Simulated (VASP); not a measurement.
# C (I4_1/amd) in VASP: notebook

C is run at these levels: r2SCAN; tasks: single point.

Program: VASP 6.6.1. These are calculated values, not measurements. Logs are shortened: lines on timing, memory, paths and dates and some standing lists are left out, and cuts for length are marked.

### Step 1. The cell of the first run

The structure is tetragonal, space group I4_1/amd (No. 141). Conventional cell: a = 2.455 Å, b = 2.455 Å, c = 3.382 Å, α = 90.00°, β = 90.00°, γ = 90.00°. C (site symmetry -4m2) has 4 C at 1.49 Å within 2.0 Å.

### Step 2. Single point, r2SCAN (strain -0.025 along x and y, -0.050 along z)

Contents of POSCAR:

```
C
1.0
    0.0000000000      1.7356381642      1.6911346216
    1.7356381642      0.0000000000      1.6911346216
    1.7356381642      1.7356381642      0.0000000000
C
2
Direct
    0.5000000000      0.5000000000      0.5000000000
    0.7500000000      0.7500000000      0.7500000000
```

Contents of INCAR.step1:

```
PREC     = Accurate       # precision mode
ENCUT    = 520            # plane-wave cutoff, eV
ISMEAR   = 0              # smearing method
SIGMA    = 0.05           # smearing width, eV
LREAL    = False          # projectors in reciprocal space
LASPH    = True           # aspherical terms in the spheres
NELM     = 80             # most SCF steps
NBANDS   = 11             # bands
GGA      = PE             # functional
ALGO     = Normal         # electronic algorithm
EDIFF    = 1E-4           # SCF threshold, eV
LWAVE    = True           # write WAVECAR
LCHARG   = False          # write CHGCAR
```

Contents of INCAR.step2:

```
PREC     = Accurate       # precision mode
ENCUT    = 520            # plane-wave cutoff, eV
EDIFF    = 1E-7           # SCF threshold, eV
ISMEAR   = 0              # smearing method
SIGMA    = 0.05           # smearing width, eV
LREAL    = False          # projectors in reciprocal space
LASPH    = True           # aspherical terms in the spheres
NELM     = 80             # most SCF steps
ALGO     = Normal         # electronic algorithm
ISIF     = 2              # what is computed and relaxed
LWAVE    = False          # write WAVECAR
LCHARG   = False          # write CHGCAR
METAGGA  = R2SCAN         # meta-GGA
LMIXTAU  = True         
NBANDS   = 11             # bands
ISTART   = 1
```

Contents of KPOINTS:

```
Automatic mesh
0
Gamma
  12 12 12
```

Potentials or basis: VASP PAW PBE potentials, release 64 (C).

Run with:

```console
> cat potpaw_PBE.64/C/POTCAR > POTCAR
> cp INCAR.step1 INCAR
> mpirun -np 1 vasp_std > vasp.out
> cp INCAR.step2 INCAR
> mpirun -np 1 vasp_std > vasp.out
```

OUTCAR:

```text
PREC = Accurate
   ENCUT = 520
   EDIFF = 1E-7
   ISMEAR = 0
   LREAL = False
   LASPH = True
   NELM = 80
   ISIF = 2
   METAGGA = R2SCAN
   ISTART = 1

 ion  position               nearest neighbor table
   1  0.500  0.500  0.500-   2 1.49   2 1.49   2 1.49   2 1.49
   2  0.750  0.750  0.750-   1 1.49   1 1.49   1 1.49   1 1.49

  LATTYP: Found a body centered tetragonal cell.
 ALAT       =     2.4545630312
 C/A-ratio  =     1.3779516762

  Lattice vectors:

 A1 = (   0.0000000000,  -1.7356381642,  -1.6911346216)
 A2 = (   0.0000000000,   1.7356381642,  -1.6911346216)
 A3 = (   1.7356381642,   0.0000000000,   1.6911346216)

Analysis of symmetry for initial positions (statically):
=====================================================================
 Subroutine PRICEL returns:
 Original cell was already a primitive cell.

 Routine SETGRP: Setting up the symmetry group for a
 body centered tetragonal supercell.

 Subroutine GETGRP returns: Found 16 space group operations
 (whereof  8 operations were pure point group operations)
 out of a pool of 16 trial point group operations.

The static configuration has the point symmetry D_2d.
 The point group associated with its full space group is D_4h.

Analysis of symmetry for dynamics (positions and initial velocities):
=====================================================================
 Subroutine PRICEL returns:
 Original cell was already a primitive cell.

 Routine SETGRP: Setting up the symmetry group for a
 body centered tetragonal supercell.

 Subroutine GETGRP returns: Found 16 space group operations
 (whereof  8 operations were pure point group operations)
 out of a pool of 16 trial point group operations.

The dynamic configuration has the point symmetry D_2d.
 The point group associated with its full space group is D_4h.

 Subroutine INISYM returns: Found 16 space group operations
 (whereof  8 operations are pure point group operations),
 and found     1 'primitive' translations

----------------------------------------------------------------------------------------

                                     Primitive cell

  volume of cell :      10.1889

  direct lattice vectors                    reciprocal lattice vectors
     0.000000000  1.735638164  1.691134622    -0.288078478  0.288078478  0.295659490
     1.735638164  0.000000000  1.691134622     0.288078478 -0.288078478  0.295659490
     1.735638164  1.735638164  0.000000000     0.288078478  0.288078478 -0.295659490

  length of vectors
     2.423298608  2.423298608  2.454563031     0.503381518  0.503381518  0.503381518

  position of ions in fractional coordinates (direct lattice)
     0.500000000  0.500000000  0.500000000
     0.750000000  0.750000000  0.750000000

  ion indices of the primitive-cell ions
   primitive index   ion index
                 1           1
                 2           2

----------------------------------------------------------------------------------------

 KPOINTS: Automatic mesh

Automatic generation of k-mesh.
 Grid dimensions read from file:
 generate k-points for:   12   12   12

 Generating k-lattice:

  Cartesian coordinates                     Fractional coordinates (reciprocal lattice)
    -0.024006540  0.024006540  0.024638291     0.083333333 -0.000000000  0.000000000
     0.024006540 -0.024006540  0.024638291    -0.000000000  0.083333333  0.000000000
     0.024006540  0.024006540 -0.024638291     0.000000000  0.000000000  0.083333333

  Length of vectors
     0.041948460  0.041948460  0.041948460

  Shift w.r.t. Gamma in fractional coordinates (k-lattice)
     0.000000000  0.000000000  0.000000000

 Subroutine IBZKPT returns following result:
 ===========================================

 Found    163 irreducible k-points:

 Following reciprocal coordinates:
            Coordinates               Weight
  0.000000  0.000000  0.000000      1.000000
  0.083333  0.000000  0.000000      8.000000
  0.166667  0.000000  0.000000      8.000000
  0.250000  0.000000  0.000000      8.000000
  0.333333  0.000000  0.000000      8.000000
  0.416667  0.000000  0.000000      8.000000
[... 16 lines left out ...]
  0.500000  0.166667  0.000000      8.000000
 -0.416667  0.166667  0.000000      8.000000
 [... further k-points ...]
   k-points           NKPTS =    163   k-points in BZ     NKDIM =    163   number of bands    NBANDS=     11
   number of dos      NEDOS =    301   number of ions     NIONS =      2
   total plane-waves  NPLWV =   5832
   dimension x,y,z NGX =    18 NGY =   18 NGZ =   18
   dimension x,y,z NGXF=    36 NGYF=   36 NGZF=   36
   ions per type =               2
   NGX,Y,Z   is equivalent  to a cutoff of  12.35, 12.35, 12.19 a.u.
   NGXF,Y,Z  is equivalent  to a cutoff of  24.70, 24.70, 24.38 a.u.
 SYSTEM =  unknown system
   PREC   = accura    normal or accurate (medium, high low for compatibility)
   ISTART =      1    job   : 0-new  1-cont  2-samecut
   ICHARG =      0    charge: 1-file 2-atom 10-const
   ISPIN  =      1    spin polarized calculation?
   LNONCOLLINEAR =      F non collinear calculations
   LSORBIT =      F    spin-orbit coupling
   LASPH  =      T    aspherical Exc in radial PAW
   ENCUT  =  520.0 eV  38.22 Ry    6.18 a.u.   4.51  4.51  4.56*2*pi/ulx,y,z
   NELM   =     80;   NELMIN=  2; NELMDL=  0     # of ELM steps
   EDIFF  = 0.1E-06   stopping-criterion for ELM
   LREAL  =      F    real-space projection
   EDIFFG = 0.1E-05   stopping-criterion for IOM
   NSW    =      0    number of steps for IOM
   IBRION =     -1    ionic relax: 0-MD 1-quasi-New 2-CG
   NFREE  =      0    steps in history (QN), initial steepest desc. (CG)
   ISIF   =      2    stress and relaxation
   ISYM   =      2    0-nonsym 1-usesym 2-fastsym
   POTIM  = 0.5000    time-step for ionic-motion
   TEBEG  =    0.0;   TEEND  =   0.0 temperature during run
   PSTRESS=    0.0 pullay stress
   NELECT =       8.0000    total number of electrons
   NUPDOWN=      -1.0000    fix difference up-down
   EMIN   =  10.00;   EMAX   =-10.00  energy-range for DOS
   EFERMI =   0.00;   METHOD = LEGACY
   ISMEAR =     0;   SIGMA  =   0.05  broadening in eV -4-tet -1-fermi 0-gaus
   EFERMI_NEDOS =   21; number of points for ismear=-14 and -15
   IALGO  =     38    algorithm
   IMIX   =      4    mixing-type and parameters
     AMIX     =   0.40;   BMIX     =  1.00
     AMIX_MAG =   1.60;   BMIX_MAG =  1.00
  volume/ion in A,a.u.               =       5.09        34.38
  Fermi-wavevector in a.u.,A,eV,Ry     =   1.510298  2.854049 31.034889  2.281000
  Thomas-Fermi vector in A             =   2.620506
   LORBIT       =      0    0 simple, 1 ext, 2 COOP (PROOUT), +10 PAW based schemes
   METAGGA = R2SCAN    functional components
   LHFCALC =     F    Hartree Fock is set to
   AEXX    =    0.0000 exact exchange contribution
   IVDW    =     0    specifies the selected vdW correction
   LEPSILON=     F    determine dielectric tensor
   LRPA    =     F    only Hartree local field effects (RPA)
 non-spin polarized calculation
 Gauss-broadening in eV      SIGMA  =   0.05
  energy-cutoff  :      520.00
  volume of cell :       10.19
 maximum number of plane-waves:       292
 NGX is ok and might be reduce to    18
   NGX =  9   NGY =  9   NGZ =  9

 number of electron       7.9999998 magnetization

 Free energy of the ion-electron system (eV)
  ---------------------------------------------------
  ext. energy  EPLUGINS =         0.00000000
  ---------------------------------------------------
  free energy    TOTEN  =       -19.45590592 eV

  energy without entropy =      -19.45590592  energy(sigma->0) =      -19.45590592

 E-fermi :  12.0139     XC(G=0): -14.8574

 val. band max:       11.6236272557   @ k =   0.0000   0.0000   0.0000
 cond. band min:      15.4905693630   @ k =   0.3333   0.3333   0.0000
 fundamental gap:      3.8669421073
 Fermi energy:        12.0138929685

 k-point     1 :       0.0000    0.0000    0.0000
  band No.  band energies     occupation
      1     -12.9007      2.00000
      2      11.1947      2.00000
      3      11.1947      2.00000
      4      11.6236      2.00000
      5      17.2339      0.00000
      6      17.5991      0.00000
      7      17.5991      0.00000
      8      27.8107      0.00000
      9      33.2874      0.00000
     10      39.2070      0.00000
     11      40.5963      0.00000

 k-point     2 :       0.0833    0.0000    0.0000
  band No.  band energies     occupation
      1     -12.6848      2.00000
      2       9.8802      2.00000
      3      10.7991      2.00000
      4      11.1241      2.00000
      5      17.7933      0.00000
      6      18.0973      0.00000
      7      18.4644      0.00000
      8      27.9226      0.00000
      9      33.6415      0.00000
     10      37.1606      0.00000
     11      38.0910      0.00000

 k-point     3 :       0.1667    0.0000    0.0000
  band No.  band energies     occupation
      1     -12.0393      2.00000
      2       6.9979      2.00000
      3       9.9464      2.00000
      4      10.2988      2.00000
      5      18.8874      0.00000
      6      19.1465      0.00000
      7      19.9088      0.00000
      8      28.2305      0.00000
      9      34.3571      0.00000
     10      35.5493      0.00000
     11      36.2668      0.00000
[... 267 lines left out ...]
 k-point    23 :       0.5000    0.1667    0.0000
  band No.  band energies     occupation
      1      -6.2844      2.00000
      2      -2.4621      2.00000
      3       5.9352      2.00000
      4       6.4097      2.00000
      5      18.8531      0.00000
      6      23.3059      0.00000
      7      24.7854      0.00000
      8      27.2416      0.00000
      9      34.2285      0.00000
     10      38.9902      0.00000
     11      40.8695      0.00000

 k-point    24 :      -0.4167    0.1667    0.0000
  band No.  band energies     occupation
      1      -5.9119      2.00000
      2      -2.9083      2.00000
      3       5.3457      2.00000
      4       6.8424      2.00000
      5      19.3209      0.00000
      6      22.7542      0.00000
      7      24.8089      0.00000
      8      28.9487      0.00000
      9      33.1570      0.00000
     10      37.9046      0.00000
     11      39.6427      0.00000

 [... further k-points ...]

------------------------ aborting loop because EDIFF is reached ----------------------------------------

  FORCE on cell =-STRESS in cart. coord.  units (eV):
  Direction    XX          YY          ZZ          XY          YZ          ZX
  --------------------------------------------------------------------------------------
  -------------------------------------------------------------------------------------
  Total        3.0257237      3.0257237      4.7986075      0.0000000     -0.0000000     -0.0000000
  in kB      475.7877811    475.7877811    754.5695115      0.0000000     -0.0000000     -0.0000000
  external PRESSURE =     568.7150245 kB  Pullay stress =       0.0000000 kB

 VOLUME and BASIS-vectors are now :
 -----------------------------------------------------------------------------
  energy-cutoff  :      520.00
  volume of cell :       10.19
      direct lattice vectors                 reciprocal lattice vectors
     0.000000000  1.735638164  1.691134622    -0.288078478  0.288078478  0.295659490
     1.735638164  0.000000000  1.691134622     0.288078478 -0.288078478  0.295659490
     1.735638164  1.735638164  0.000000000     0.288078478  0.288078478 -0.295659490

 POSITION                                       TOTAL-FORCE (eV/Angst)
 -----------------------------------------------------------------------------------
      1.73564      1.73564      1.69113         0.000000     -0.000000      0.000000
      2.60346      2.60346      2.53670        -0.000000      0.000000     -0.000000
 -----------------------------------------------------------------------------------
    total drift:                                0.000000     -0.000000      0.000000

  FREE ENERGIE OF THE ION-ELECTRON SYSTEM (eV)
  ---------------------------------------------------
  free  energy   TOTEN  =       -19.4559059244 eV

  energy  without entropy=      -19.4559059244  energy(sigma->0) =      -19.45590592
```

Run time: 28 s. Hardware: 1 thread of Intel Xeon 6975P-C (Granite Rapids), shared host; peak memory 0.12 GiB.

Results:

- Free energy: -19.4559 eV
- Pressure: 56.9 GPa
- Band gap on the k mesh: 3.87 eV (least direct gap 5.61 eV)

Stress tensor (GPa, compression positive):
```
47.58  0.00  0.00
 0.00 47.58  0.00
 0.00  0.00 75.46
```

Levels at points of the mesh, in eV from the valence-band top:
```csv
k point,band 1,band 2,band 3,band 4,band 5,band 6,band 7,band 8,band 9
"(0.00, 0.00, 0.00)",-24.52,-0.43,-0.43,0.00,5.61,5.98,5.98,16.19,21.66
"(0.50, 0.00, 0.00)",-17.92,-15.61,-3.83,-3.30,8.90,8.97,10.62,17.45,24.63
"(0.50, 0.50, 0.00)",-14.38,-14.38,-7.94,-7.94,4.49,4.49,19.45,19.45,26.83
"(0.50, 0.00, 0.50)",-14.84,-14.84,-7.50,-7.50,5.19,5.19,19.27,19.27,26.38
```

Caveat: the cell differs from its parent crystal (strain -0.025 along x and y, -0.050 along z); the cell stands under pressure; the PAW data sets were made with another functional, which shifts forces and pressure a little.

(Part 1 of 2 ends here.)
